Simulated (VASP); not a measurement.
Write the native input for VASP 6.6.1 that does the following.

| Quantity | Value |
| --- | --- |
| Task | single point |
| Functional | LDA |
| Potentials or basis | VASP PAW LDA potentials, release 64 (Hf_pv) |
| Cutoff | 520 eV |
| k mesh | 10 × 10 × 10 |
| Occupations | fermi-dirac, width 0.05 eV |
| Spin | no spin polarisation |
| Dipole correction | no |
| Further INCAR settings | ALGO = Fast; EDIFF = 1e-06; NBANDS = 11 |

The structure of Hf lies in POSCAR:

```
Hf
1.0
   -1.8050000000      1.8050000000      1.8050000000
    1.8050000000     -1.8050000000      1.8050000000
    1.8050000000      1.8050000000     -1.8050000000
Hf
1
Direct
    0.0000000000      0.0000000000      0.0000000000
```

These files were run (other wordings do the same):

INCAR

```
SYSTEM = Hf
ALGO     = Fast           ! electronic algorithm
EDIFF    = 1E-6           ! SCF threshold, eV
ENCUT    = 520            ! plane-wave cutoff, eV
GGA      = CA             ! functional
ISIF     = 2              ! what is computed and relaxed
ISMEAR   = -1             ! smearing method
LASPH    = .TRUE.         ! aspherical terms in the spheres
LCHARG   = .TRUE.         ! write CHGCAR
LELF     = .TRUE.         ! ELF
LREAL    = .FALSE.        ! projectors in reciprocal space
LVHAR    = .TRUE.       
LWAVE    = .FALSE.        ! write WAVECAR
NBANDS   = 11             ! bands
NELM     = 60             ! most SCF steps
PREC     = Accurate       ! precision mode
SIGMA    = 0.05           ! smearing width, eV
```

KPOINTS

```
k-points
0
G
  10 10 10
  0 0 0
```

Potentials or basis: VASP PAW LDA potentials, release 64 (Hf_pv).

Command:

```sh
$ cat potpaw_LDA.64/Hf_pv/POTCAR > POTCAR
$ mpirun -np 1 vasp_std > vasp.out
```

Results of the run:

The pressure is -12.6 GPa and the band gap on the k mesh is zero (band 5 reaches 5.51 eV, above the bottom of band 6 at 3.40 eV).

Caveat: spin-orbit coupling is left out, which moves the levels of the heavy elements.

Wall time 6.6 s on 1 thread of Intel Xeon 6975P-C (shared host), peak memory 0.13 GiB.
